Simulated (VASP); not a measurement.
# MnS (Fm-3m) in VASP: further runs, part 2 of 2

VASP 6.6.1.

### Step 3. Single point, PBE, collinear spin, ferromagnetic start

Contents of INCAR:

```
SYSTEM = MnS
  PREC = Accurate
  ENCUT = 520
  EDIFF = 1E-6
  ISMEAR = -1
  SIGMA = 0.05
  LREAL = .FALSE.
  LASPH = .TRUE.
  NELM = 150
  ALGO = Normal
  ISIF = 2
  LWAVE = .FALSE.
  LCHARG = .FALSE.
  ISPIN = 2
  MAGMOM = 1 0
  LORBIT = 11
  NUPDOWN = 1.0
  LMAXMIX = 4
  GGA = PE
  NBANDS = 20
```

Contents of KPOINTS:

```
regular mesh
0
G
  7 7 7
  0 0 0
```

Contents of POSCAR:

```
MnS
1.0
    0.0000000000      2.6045000000      2.6045000000
    2.6045000000      0.0000000000      2.6045000000
    2.6045000000      2.6045000000      0.0000000000
Mn S
1 1
Direct
    0.0000000000      0.0000000000      0.0000000000
    0.5000000000      0.5000000000      0.5000000000
```

Potentials or basis: VASP PAW PBE potentials, release 64 (Mn_pv, S).

Command:

```console
> cat potpaw_PBE.64/Mn_pv/POTCAR potpaw_PBE.64/S/POTCAR > POTCAR
> mpirun -np 1 vasp_std > vasp.out
```

OUTCAR:

```text
SYSTEM = MnS
   PREC = Accurate
   ENCUT = 520
   EDIFF = 1E-6
   ISMEAR = -1
   LREAL = .FALSE.
   LASPH = .TRUE.
   NELM = 150
   ISIF = 2
   ISPIN = 2
   LORBIT = 11
   NUPDOWN = 1.0
   GGA = PE

 ion  position               nearest neighbor table
   1  0.000  0.000  0.000-   2 2.60   2 2.60   2 2.60   2 2.60   2 2.60   2 2.60
   2  0.500  0.500  0.500-   1 2.60   1 2.60   1 2.60   1 2.60   1 2.60   1 2.60

  LATTYP: Found a face centered cubic cell.
 ALAT       =     5.2090000000

  Lattice vectors:

 A1 = (   0.0000000000,   2.6045000000,   2.6045000000)
 A2 = (   2.6045000000,   0.0000000000,   2.6045000000)
 A3 = (   2.6045000000,   2.6045000000,   0.0000000000)

Analysis of symmetry for initial positions (statically):
=====================================================================
 Subroutine PRICEL returns:
 Original cell was already a primitive cell.

 Routine SETGRP: Setting up the symmetry group for a
 face centered cubic supercell.

 Subroutine GETGRP returns: Found 48 space group operations
 (whereof 48 operations were pure point group operations)
 out of a pool of 48 trial point group operations.

The static configuration has the point symmetry O_h .

Analysis of symmetry for dynamics (positions and initial velocities):
=====================================================================
 Subroutine PRICEL returns:
 Original cell was already a primitive cell.

 Routine SETGRP: Setting up the symmetry group for a
 face centered cubic supercell.

 Subroutine GETGRP returns: Found 48 space group operations
 (whereof 48 operations were pure point group operations)
 out of a pool of 48 trial point group operations.

The dynamic configuration has the point symmetry O_h .

Analysis of structural, dynamic, and magnetic symmetry:
=====================================================================
 Subroutine PRICEL returns:
 Original cell was already a primitive cell.

 Routine SETGRP: Setting up the symmetry group for a
 face centered cubic supercell.

 Subroutine GETGRP returns: Found 48 space group operations
 (whereof 48 operations were pure point group operations)
 out of a pool of 48 trial point group operations.

The overall configuration has the point symmetry O_h .

 Subroutine INISYM returns: Found 48 space group operations
 (whereof 48 operations are pure point group operations),
 and found     1 'primitive' translations

----------------------------------------------------------------------------------------

                                     Primitive cell

  volume of cell :      35.3348

  direct lattice vectors                    reciprocal lattice vectors
     0.000000000  2.604500000  2.604500000    -0.191975427  0.191975427  0.191975427
     2.604500000  0.000000000  2.604500000     0.191975427 -0.191975427  0.191975427
     2.604500000  2.604500000  0.000000000     0.191975427  0.191975427 -0.191975427

  length of vectors
     3.683319223  3.683319223  3.683319223     0.332511194  0.332511194  0.332511194

  position of ions in fractional coordinates (direct lattice)
[... 8 lines left out ...]
----------------------------------------------------------------------------------------

 KPOINTS: regular mesh

Automatic generation of k-mesh.
 Grid dimensions read from file:
[... 47 lines left out ...]
   ions per type =               1   1
   NGX,Y,Z   is equivalent  to a cutoff of  12.64, 12.64, 12.64 a.u.
   NGXF,Y,Z  is equivalent  to a cutoff of  25.28, 25.28, 25.28 a.u.
 SYSTEM =  MnS
   PREC   = accura    normal or accurate (medium, high low for compatibility)
   ISTART =      0    job   : 0-new  1-cont  2-samecut
   ICHARG =      2    charge: 1-file 2-atom 10-const
   ISPIN  =      2    spin polarized calculation?
   LNONCOLLINEAR =      F non collinear calculations
   LSORBIT =      F    spin-orbit coupling
   LASPH  =      T    aspherical Exc in radial PAW
   ENCUT  =  520.0 eV  38.22 Ry    6.18 a.u.   6.85  6.85  6.85*2*pi/ulx,y,z
   NELM   =    150;   NELMIN=  2; NELMDL= -5     # of ELM steps
   EDIFF  = 0.1E-05   stopping-criterion for ELM
   LREAL  =      F    real-space projection
[... 7 lines left out ...]
   TEBEG  =    0.0;   TEEND  =   0.0 temperature during run
   PSTRESS=    0.0 pullay stress
   NELECT =      19.0000    total number of electrons
   NUPDOWN=       1.0000    fix difference up-down
   EMIN   =  10.00;   EMAX   =-10.00  energy-range for DOS
   EFERMI =   0.00;   METHOD = LEGACY
   ISMEAR =    -1;   SIGMA  =   0.05  broadening in eV -4-tet -1-fermi 0-gaus
   EFERMI_NEDOS =   21; number of points for ismear=-14 and -15
   IALGO  =     38    algorithm
   IMIX   =      4    mixing-type and parameters
     AMIX     =   0.40;   BMIX     =  1.00
     AMIX_MAG =   1.60;   BMIX_MAG =  1.00
  volume/ion in A,a.u.               =      17.67       119.23
  Fermi-wavevector in a.u.,A,eV,Ry     =   1.331246  2.515690 24.112464  1.772216
  Thomas-Fermi vector in A             =   2.460272
   LORBIT       =     11    0 simple, 1 ext, 2 COOP (PROOUT), +10 PAW based schemes
   GGA     = PE    functional components
   LHFCALC =     F    Hartree Fock is set to
   AEXX    =    0.0000 exact exchange contribution
   IVDW    =     0    specifies the selected vdW correction
   LEPSILON=     F    determine dielectric tensor
   LRPA    =     F    only Hartree local field effects (RPA)
 spin polarized calculation
  energy-cutoff  :      520.00
  volume of cell :       35.33
 maximum number of plane-waves:       966
   NGX = 13   NGY = 13   NGZ = 13

 number of electron      18.9999988 magnetization       0.9999996

 Free energy of the ion-electron system (eV)
  ---------------------------------------------------
  ext. energy  EPLUGINS =         0.00000000
  ---------------------------------------------------
  free energy    TOTEN  =       -12.36528827 eV

  energy without entropy =      -12.34206511  energy(sigma->0) =      -12.35367669

 E-fermi :   6.5237     XC(G=0): -10.7100

 val. band max:        6.5191062853   @ k =  -0.2857   0.1429   0.0000
 cond. band min:       5.5778472575   @ k =   0.1429   0.1429   0.0000
 fundamental gap:     -0.9412590278
 Fermi energy:         5.5224589377

 spin component 1

 k-point     1 :       0.0000    0.0000    0.0000
  band No.  band energies     occupation
      1     -42.2379      1.00000
      2     -42.2378      1.00000
      3     -42.2378      1.00000
      4      -8.1262      1.00000
      5       4.3621      1.00000
      6       4.3621      1.00000
[... 436 lines left out ...]
      6       1.2746      1.00000
[... 12 lines left out ...]
     19      22.0226      0.00000
     20      23.4963      0.00000
 Fermi energy:         6.5237247242

 spin component 2

 k-point     1 :       0.0000    0.0000    0.0000
  band No.  band energies     occupation
      1     -41.2178      1.00000
      2     -41.2178      1.00000
      3     -41.2178      1.00000
      4      -8.1402      1.00000
      5       4.4812      1.00000
      6       4.4812      1.00000
[... 449 lines left out ...]
     19      22.1278      0.00000
     20      23.4679      0.00000

------------------------ aborting loop because EDIFF is reached ----------------------------------------

  FORCE on cell =-STRESS in cart. coord.  units (eV):
  Direction    XX          YY          ZZ          XY          YZ          ZX
  --------------------------------------------------------------------------------------
  -------------------------------------------------------------------------------------
  Total       -3.8881225     -3.8881225     -3.8881225      0.0000000      0.0000000      0.0000000
  in kB     -176.2980225   -176.2980225   -176.2980225      0.0000000      0.0000000      0.0000000
  external PRESSURE =    -176.2980225 kB  Pullay stress =       0.0000000 kB

 VOLUME and BASIS-vectors are now :
 -----------------------------------------------------------------------------
  energy-cutoff  :      520.00
  volume of cell :       35.33
      direct lattice vectors                 reciprocal lattice vectors
     0.000000000  2.604500000  2.604500000    -0.191975427  0.191975427  0.191975427
     2.604500000  0.000000000  2.604500000     0.191975427 -0.191975427  0.191975427
     2.604500000  2.604500000  0.000000000     0.191975427  0.191975427 -0.191975427

 POSITION                                       TOTAL-FORCE (eV/Angst)
 -----------------------------------------------------------------------------------
      0.00000      0.00000      0.00000        -0.000000      0.000000     -0.000000
      2.60450      2.60450      2.60450         0.000000     -0.000000      0.000000
 -----------------------------------------------------------------------------------
    total drift:                               -0.000000      0.000000      0.000000

  FREE ENERGIE OF THE ION-ELECTRON SYSTEM (eV)
  ---------------------------------------------------
  free  energy   TOTEN  =       -12.3652882689 eV

  energy  without entropy=      -12.3420651113  energy(sigma->0) =      -12.35367669

 total charge

# of ion       s       p       d       tot
------------------------------------------
    1        0.202   6.134   5.051  11.387
    2        1.329   2.312   0.000   3.641
--------------------------------------------------
tot          1.531   8.446   5.051  15.028

 magnetization (x)

# of ion       s       p       d       tot
------------------------------------------
    1       -0.002  -0.002   1.014   1.010
    2       -0.014   0.021   0.000   0.006
--------------------------------------------------
tot         -0.016   0.019   1.014   1.017
```

OSZICAR:

```text
N       E                     dE             d eps       ncg     rms          rms(c)
DAV:   1     0.150632804558E+03    0.15063E+03   -0.10458E+04  1608   0.101E+03
DAV:   2    -0.588238635968E+01   -0.15652E+03   -0.14856E+03  1688   0.282E+02
DAV:   3    -0.135232847912E+02   -0.76409E+01   -0.74881E+01  1868   0.661E+01
DAV:   4    -0.136179962835E+02   -0.94711E-01   -0.94637E-01  1804   0.763E+00
DAV:   5    -0.136193614054E+02   -0.13651E-02   -0.13651E-02  1800   0.965E-01    0.109E+01
DAV:   6    -0.143998473167E+02   -0.78049E+00   -0.11900E+01  1756   0.374E+01    0.167E+01
DAV:   7    -0.122679269005E+02    0.21319E+01   -0.96677E+00  1732   0.291E+01    0.403E+00
DAV:   8    -0.123076240775E+02   -0.39697E-01   -0.72665E-01  1732   0.504E+00    0.180E+00
DAV:   9    -0.123511124567E+02   -0.43488E-01   -0.18712E-01  1860   0.273E+00    0.128E+00
DAV:  10    -0.123639552919E+02   -0.12843E-01   -0.11513E-02  1736   0.903E-01    0.862E-01
DAV:  11    -0.123656280659E+02   -0.16728E-02   -0.18369E-03  1712   0.353E-01    0.373E-01
DAV:  12    -0.123648765606E+02    0.75151E-03   -0.12883E-03  1788   0.410E-01    0.132E-01
DAV:  13    -0.123651717812E+02   -0.29522E-03   -0.36160E-04  1836   0.128E-01    0.860E-02
DAV:  14    -0.123652860478E+02   -0.11427E-03   -0.29395E-04  1712   0.108E-01    0.348E-02
DAV:  15    -0.123652860596E+02   -0.11790E-07   -0.25874E-05  1740   0.420E-02    0.192E-02
DAV:  16    -0.123652889871E+02   -0.29274E-05   -0.42864E-06  1856   0.140E-02    0.708E-03
DAV:  17    -0.123652882689E+02    0.71817E-06   -0.87539E-06  1460   0.165E-02
   1 F= -.12365288E+02 E0= -.12353677E+02  d E =-.232232E-01  mag=     1.0000
```

Wall time 58 s (1 thread of AMD EPYC 7R13, shared host); peak memory 0.15 GiB.

Results:

```yaml
Free_energy: -12.3653 eV
Pressure: -17.6 GPa
Net_moment: 1.00 μB per cell
Site_moments: Mn +1.01; S +0.01 μB
Valence_electrons_inside_the_program's_atomic_spheres: Mn 11.39; S 3.64
```

Caveat: the total moment is fixed, so each spin has its own Fermi level; a cell with one magnetic atom can't hold antiferromagnetic order, which such compounds often take.

### Step 4. Single point, PBE, collinear spin, ferromagnetic start

Contents of INCAR:

```
  PREC = Accurate
  ENCUT = 520
  EDIFF = 1E-6
  ISMEAR = -1
  SIGMA = 0.05
  LREAL = F
  LASPH = T
  NELM = 150
  ALGO = Normal
  ISIF = 2
  LWAVE = F
  LCHARG = F
  ISPIN = 2
  MAGMOM = 2 0
  LORBIT = 11
  NUPDOWN = 2.0
  LMAXMIX = 4
  GGA = PE
  NBANDS = 20
```

Contents of KPOINTS:

```
Automatic mesh
0
Gamma
  7 7 7
```

POSCAR is that of step 3.

Command:

```console
> cat potpaw_PBE.64/Mn_pv/POTCAR potpaw_PBE.64/S/POTCAR > POTCAR
> mpirun -np 1 vasp_std > vasp.out
```

It took 48 s on 1 thread of AMD EPYC 7R13, shared host; peak memory 0.15 GiB.

The run converged. Its results:

```
Free energy                                           : -12.7645 eV
Pressure                                              : -19.6 GPa
Net moment                                            : 2.00 μB per cell
Site moments                                          : Mn +2.03; S -0.06 μB
Valence electrons inside the program's atomic spheres : Mn 11.39; S 3.63
```

Caveat: the total moment is fixed, so each spin has its own Fermi level; a cell with one magnetic atom can't hold antiferromagnetic order, which such compounds often take.

### Step 5. Single point, PBE, collinear spin, ferromagnetic start

Contents of INCAR:

```
SYSTEM = MnS
PREC     = Accurate       ! precision mode
ENCUT    = 520            ! plane-wave cutoff, eV
EDIFF    = 1E-6           ! SCF threshold, eV
ISMEAR   = -1             ! smearing method
SIGMA    = 0.05           ! smearing width, eV
LREAL    = .FALSE.        ! projectors in reciprocal space
LASPH    = .TRUE.         ! aspherical terms in the spheres
NELM     = 150            ! most SCF steps
ALGO     = Normal         ! electronic algorithm
ISIF     = 2              ! what is computed and relaxed
LWAVE    = .FALSE.        ! write WAVECAR
LCHARG   = .FALSE.        ! write CHGCAR
ISPIN    = 2              ! spin polarisation
MAGMOM   = 3 0            ! initial moments
LORBIT   = 11             ! projections on sites
NUPDOWN  = 3.0            ! fixed moment
LMAXMIX  = 4              ! l up to which the mixer works
GGA      = PE             ! functional
NBANDS   = 20             ! bands
```

Contents of KPOINTS:

```
Automatic mesh
0
G
  7 7 7
  0 0 0
```

POSCAR is that of step 4.

Command:

```console
> cat potpaw_PBE.64/Mn_pv/POTCAR potpaw_PBE.64/S/POTCAR > POTCAR
> mpirun -np 1 vasp_std > vasp.out
```

It took 54 s on 1 thread of AMD EPYC 7R13, shared host; peak memory 0.15 GiB.

It converged, with:

```
Free energy                                           : -13.3349 eV
Pressure                                              : -16.6 GPa
Net moment                                            : 3.00 μB per cell
Site moments                                          : Mn +3.01; S -0.09 μB
Valence electrons inside the program's atomic spheres : Mn 11.38; S 3.64
```

Caveat: the total moment is fixed, so each spin has its own Fermi level; a cell with one magnetic atom can't hold antiferromagnetic order, which such compounds often take.

### Step 6. Single point, PBE, collinear spin, ferromagnetic start

Contents of INCAR:

```
ALGO     = Normal         # electronic algorithm
EDIFF    = 1E-7           # SCF threshold, eV
ENCUT    = 520            # plane-wave cutoff, eV
GGA      = PE             # functional
ISIF     = 2              # what is computed and relaxed
ISMEAR   = -1             # smearing method
ISPIN    = 2              # spin polarisation
LASPH    = T              # aspherical terms in the spheres
LCHARG   = F              # write CHGCAR
LMAXMIX  = 4              # l up to which the mixer works
LORBIT   = 11             # projections on sites
LREAL    = F              # projectors in reciprocal space
LWAVE    = F              # write WAVECAR
MAGMOM   = 4 0            # initial moments
NBANDS   = 20             # bands
NELM     = 150            # most SCF steps
NUPDOWN  = 4.0            # fixed moment
PREC     = Accurate       # precision mode
SIGMA    = 0.05           # smearing width, eV
```

Contents of KPOINTS:

```
k-points
0
Gamma
  7 7 7
```

POSCAR is that of step 5.

Potentials or basis: VASP PAW PBE potentials, release 64 (Mn_pv, S).

Command:

```console
> cat potpaw_PBE.64/Mn_pv/POTCAR potpaw_PBE.64/S/POTCAR > POTCAR
> mpirun -np 1 vasp_std > vasp.out
```

Run time: 58 s. Hardware: 1 thread of AMD EPYC 7R13, shared host; peak memory 0.15 GiB.

It converged, with:

```
Free energy                                           : -13.8889 eV
Pressure                                              : -9.8 GPa
Net moment                                            : 4.00 μB per cell
Site moments                                          : Mn +3.81; S -0.02 μB
Valence electrons inside the program's atomic spheres : Mn 11.34; S 3.68
```

Caveat: the total moment is fixed, so each spin has its own Fermi level; a cell with one magnetic atom can't hold antiferromagnetic order, which such compounds often take.

### Step 7. Summary

```tsv
spin	fixed moment (μB)	pressure (GPa)	moment (μB)
collinear, zero start	0.0	-23.3	0.00
collinear, ferromagnetic start	1.0	-17.6	1.00
collinear, ferromagnetic start	2.0	-19.6	2.00
collinear, ferromagnetic start	3.0	-16.6	3.00
collinear, ferromagnetic start	4.0	-9.8	4.00
```

Alike in all rows: task single point; level PBE; potentials or basis VASP PAW PBE potentials, release 64 (Mn_pv, S); cell as given; k mesh 7 × 7 × 7; cutoff (eV) 520; smearing fermi-dirac 0.05 eV.

Caveats: the total moment is fixed, so each spin has its own Fermi level; a cell with one magnetic atom can't hold antiferromagnetic order, which such compounds often take (some runs).

Total energies depend on the potentials used, so only differences within one code and one set of settings carry meaning.
